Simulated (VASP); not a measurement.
A run of VASP 6.6.1:

INCAR

```
SYSTEM = Ca
PREC     = Accurate       ! precision mode
ENCUT    = 600            ! plane-wave cutoff, eV
EDIFF    = 1E-6           ! SCF threshold, eV
ISMEAR   = -1             ! smearing method
SIGMA    = 0.08           ! smearing width, eV
LREAL    = .False.        ! projectors in reciprocal space
LASPH    = .True.         ! aspherical terms in the spheres
NELM     = 60             ! most SCF steps
ALGO     = Normal         ! electronic algorithm
ISIF     = 3              ! what is computed and relaxed
LWAVE    = .False.        ! write WAVECAR
LCHARG   = .False.        ! write CHGCAR
IBRION   = 2              ! ionic algorithm
NSW      = 60             ! ionic steps
EDIFFG   = -0.005         ! ionic threshold
PSTRESS  = 16.0
```

KPOINTS

```
regular mesh
0
Gamma
  12 12 7
  0 0 0
```

File POSCAR:

```
Ca
1.0
    3.6922506620      0.0000000000      0.0000000000
   -1.8461253310      3.1975828704      0.0000000000
    0.0000000000      0.0000000000      5.9814460724
Ca
2
Direct
    0.3333333333      0.6666666667      0.2500000000
    0.6666666667      0.3333333333      0.7500000000
```

Potentials or basis: VASP PAW LDA potentials, release 64 (Ca_sv).

Run with:

```sh
$ cat potpaw_LDA.64/Ca_sv/POTCAR > POTCAR
$ mpirun -np 1 vasp_std > vasp.out
```

Hardware: 1 thread of Oxide Virtual Turin-like Processor, on a shared host.

Task: How long does it take, and how much memory?

Result: It took 7.6 min on 1 thread of Oxide Virtual Turin-like Processor, on a shared host, peak memory 0.19 GiB. Counts: scf iterations 54, k points 76, ion steps 8.
